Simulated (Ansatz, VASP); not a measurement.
**NbAl2N3 in VASP and in Ansatz**

```
Al Nb N
1.0
     2.90757    0.00000    0.00000
    -1.45378    2.51803    0.00000
     0.00000    0.00000    7.59552
Al Nb N
2 1 3
Cartesian
  0.0000 1.6787 1.1747
  1.4538 0.8393 6.4208
  0.0000 0.0000 3.7978
  0.0000 1.6787 5.2920
  1.4538 0.8393 2.3035
  0.0000 0.0000 0.0000
```

Alike in both runs: functional PBE; k mesh 4 × 4 × 2; occupations gaussian, width 0.15 eV; no spin polarisation.

Ansatz relaxed the structure, and its values are those at the end. VASP's run is a single point on that final structure, the one shown.

|  | VASP | Ansatz |
| --- | --- | --- |
| version | VASP 6.6.1 | Ansatz 0.2.0 |
| potentials or method | VASP PAW PBE potentials, release 64 (Al, Nb_sv, N), cutoff 600 eV | scalar-relativistic, plane waves, PAW |
| valence electrons in the cell | 34 | 34 |

Ansatz gave:

```
gap on the k mesh at the Fermi level (eV) : 0.56
least direct gap on the mesh (eV)         : 0.65
pressure (GPa)                            : -0.5
rms of the force components (eV/Å)        : 0.023
```

Task: Which values does VASP return?

Result: gap on the k mesh at the Fermi level (eV): 0.56; least direct gap on the mesh (eV): 0.65; pressure (GPa): -1.0; rms of the force components (eV/Å): 0.026.

The k mesh is coarse, so the values compare programs but aren't converged.
